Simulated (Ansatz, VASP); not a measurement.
**One calculation of MgS, two programs**

```
CELL_PARAMETERS angstrom
0.00000 2.82589 2.82589
2.82589 0.00000 2.82589
2.82589 2.82589 0.00000
ATOMIC_POSITIONS crystal
Mg 0.00000 0.00000 0.00000
S 0.25000 0.25000 0.25000
```

Alike in both runs: functional PBEsol; k mesh 8 × 8 × 8; occupations gaussian, width 0.02 eV; no spin polarisation.

Ansatz relaxed the structure, and its values are those at the end. VASP's run is a single point on that final structure, the one shown.

|  | VASP | Ansatz |
| --- | --- | --- |
| version | VASP 6.6.1 | Ansatz 0.2.0 |
| potentials or method | VASP PAW PBE potentials, release 64 (Mg, S), cutoff 600 eV | scalar-relativistic, plane waves, PAW |
| valence electrons in the cell | 8 | 16 |

```tsv
	VASP	Ansatz	Ansatz less VASP
gap on the k mesh at the Fermi level (eV)	3.32	3.32	-0.003
least direct gap on the mesh (eV)	3.32	3.32	-0.003
pressure (GPa)	-0.1	0.0	+0.07
```

VASP's potentials were made for PBE, not for PBEsol. The functional is the same, so the differences come from potentials, cutoffs and numerics. VASP's potentials hold 8 valence electrons a cell and Ansatz's 16, so a difference there can come from the potentials and not from the codes.
